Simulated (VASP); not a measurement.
A run of VASP 6.6.1:

INCAR

```
SYSTEM = ScAl3
  PREC = Accurate
  ENCUT = 520
  EDIFF = 1E-6
  ISMEAR = 0
  SIGMA = 0.1
  LREAL = .False.
  LASPH = .True.
  NELM = 60
  ALGO = Normal
  ISIF = 2
  LWAVE = .False.
  LCHARG = .False.
  GGA = PE
  NBANDS = 18
```

File KPOINTS:

```
Automatic mesh
0
Gamma
  10 10 10
  0 0 0
```

File POSCAR:

```
ScAl3
1.0
    3.9782792696      0.0000000000      0.0000000000
    0.0000000000      3.9782792696      0.0000000000
    0.0000000000      0.0000000000      3.9782792696
Sc Al
1 3
Direct
    0.0000000000      0.0000000000      0.0000000000
    0.5000000000      0.0000000000      0.5000000000
    0.0000000000      0.5000000000      0.5000000000
    0.5000000000      0.5000000000      0.0000000000
```

Potentials or basis: VASP PAW PBE potentials, release 64 (Sc_sv, Al).

The run is started by

```console
$ cat potpaw_PBE.64/Sc_sv/POTCAR potpaw_PBE.64/Al/POTCAR > POTCAR
$ mpirun -np 1 vasp_std > vasp.out
```

Hardware: 1 thread of AMD EPYC 7R43 64-Core Processor (Zen 3), with other jobs on the host.

Q: How long does it take, and how much memory?

A: Wall time 44 s on 1 thread of AMD EPYC 7R43 64-Core Processor (Zen 3), on a shared host, peak memory 0.17 GiB. Counts: scf iterations 13, k points 56.
